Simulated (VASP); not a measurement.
Here is a VASP 6.6.1 calculation.

File POSCAR:

```
GaAs
1.0
    3.3286687127      0.0000000000      0.0000000000
    0.0000000000      3.3286687127      0.0000000000
    0.0000000000      0.0000000000      3.3286687127
Ga As
1 1
Direct
    0.0000000000      0.0000000000      0.0000000000
    0.5000000000      0.5000000000      0.5000000000
```

Contents of INCAR.step1:

```
SYSTEM = GaAs
  ALGO = Normal
  EDIFF = 1E-5
  ENCUT = 550
  GGA = PE
  GGA_COMPAT = .False.
  ISMEAR = -1
  LASPH = .True.
  LCHARG = .False.
  LREAL = .False.
  LWAVE = .True.
  NBANDS = 16
  NELM = 120
  PREC = Accurate
  SIGMA = 0.02
```

Contents of INCAR.step2:

```
SYSTEM = GaAs
  ALGO = Normal
  EDIFF = 1E-6
  ENCUT = 550
  GGA_COMPAT = .False.
  ISIF = 2
  ISMEAR = -1
  ISTART = 1
  LASPH = .True.
  LCHARG = .False.
  LMIXTAU = .True.
  LREAL = .False.
  LWAVE = .False.
  METAGGA = R2SCAN
  NBANDS = 16
  NELM = 120
  PREC = Accurate
  SIGMA = 0.02
```

KPOINTS

```
k-points
0
Gamma
  8 8 8
  0 0 0
```

Potentials or basis: VASP PAW PBE potentials, release 64 (Ga_d, As).

Command:

```console
$ cat potpaw_PBE.64/Ga_d/POTCAR potpaw_PBE.64/As/POTCAR > POTCAR
$ cp INCAR.step1 INCAR
$ mpirun -np 1 vasp_std > vasp.out
$ cp INCAR.step2 INCAR
$ mpirun -np 1 vasp_std > vasp.out
```

Problem. Predict the band gap on the k mesh.

Solution. Zero (band 9 reaches 7.53 eV, above the bottom of band 10 at 3.79 eV).

Problem. Predict the pressure.

Solution. 0.0 GPa.

Caveat: the PAW data sets were made with another functional, which shifts forces and pressure a little.
